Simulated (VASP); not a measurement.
Crystal: SnSe.

```xyz
8
Lattice="11.5352 0.0000 0.0000 0.0000 4.1981 0.0000 0.0000 0.0000 4.4023" Properties=species:S:1:pos:R:3 pbc="T T T"
Sn    1.3499    1.0495    0.4065
Sn    4.4177    3.1486    2.6076
Sn    7.1176    1.0495    1.7946
Sn   10.1853    3.1486    3.9958
Se    4.1261    1.0495    0.1009
Se    1.6415    3.1486    2.3020
Se    9.8937    1.0495    2.1002
Se    7.4092    3.1486    4.3014
```

| Quantity | Value |
| --- | --- |
| Program | VASP 6.6.1 |
| Task | relaxation of shape and atoms at fixed volume |
| Functional | LDA |
| Potentials or basis | VASP PAW LDA potentials, release 64 (Sn_d, Se) |
| Cutoff | 600 eV |
| k mesh | 4 × 8 × 8 |
| Occupations | gaussian, width 0.03 eV |
| Spin | no spin polarisation |

At the start: pressure -3.1 GPa; volume 26.65 Å³/atom.

Task: How do energy, volume and symmetry change on relaxing?

Result: Over 19 steps the energy falls by 5.8 meV/atom; space group Pnma (No. 62, to 0.1 Å) before and after.

Step by step:
```csv
step,energy change (eV),largest force (eV/Å),pressure (GPa)
1,0.0000,0.2931,-3.13
2,-0.0206,0.2087,-2.82
3,-0.0394,0.0383,-2.10
4,-0.0422,0.0189,-2.01
5,-0.0422,0.0180,-2.01
6,-0.0430,0.0127,-1.99
7,-0.0435,0.0239,-1.95
8,-0.0437,0.0224,-1.96
9,-0.0443,0.0182,-1.97
10,-0.0450,0.0191,-1.98
11,-0.0445,0.0482,-1.99
12,-0.0452,0.0278,-1.99
13,-0.0454,0.0160,-1.96
14,-0.0455,0.0094,-1.94
15,-0.0457,0.0111,-1.92
16,-0.0461,0.0183,-1.88
17,-0.0461,0.0220,-1.87
18,-0.0463,0.0158,-1.88
19,-0.0464,0.0061,-1.92
```

Final structure:
```xyz
8
Lattice="11.5214 0.0000 0.0000 0.0000 4.1462 0.0000 0.0000 0.0000 4.4627" Properties=species:S:1:pos:R:3 pbc="T T T"
Sn    1.3663    1.0366    0.4986
Sn    4.3944    3.1097    2.7300
Sn    7.1270    1.0366    1.7327
Sn   10.1551    3.1097    3.9641
Se    4.0967    1.0366    0.1063
Se    1.6640    3.1097    2.3376
Se    9.8574    1.0366    2.1251
Se    7.4247    3.1097    4.3565
```
